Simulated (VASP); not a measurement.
Al: single point with PBE

Al:

```
Al
1.0
    -1.38427    1.38447    1.95814
     1.38427   -1.38447    1.95814
     1.38427    1.38447   -1.95814
Al
1
Direct
  0.50000 0.50000 0.00000
```

```yaml
Program: VASP 6.6.1
Task: single point
Functional: PBE
Potentials_or_basis: VASP PAW PBE potentials, release 64 (Al)
Cutoff: 520 eV
k_mesh: 26 × 26 × 26
Occupations: gaussian, width 0.1 eV
Spin: no spin polarisation
```

The pressure is 9.0 GPa and the band gap on the k mesh is zero (an odd number of electrons rules out a gap without spin polarisation).

Levels at points of the mesh, in eV from the Fermi level:
```csv
k point,band 1,band 2,band 3,band 4,band 5
"(0.00, 0.00, 0.00)",-11.82,13.14,13.14,13.14,15.38
"(0.50, 0.00, 0.00)",-4.99,-4.53,11.89,11.89,12.44
"(0.00, 0.50, 0.00)",-4.99,-4.53,11.89,11.89,12.44
"(0.50, 0.50, 0.00)",-3.17,-1.65,5.26,6.04,6.04
"(0.50, 0.50, 0.50)",-3.17,-1.65,5.26,6.04,6.05
```

Run time: 74 s on 1 thread of Intel(R) Xeon(R) 6975P-C (Granite Rapids), with other jobs on the host, peak memory 0.36 GiB.

Caveat: the cell stands under pressure.
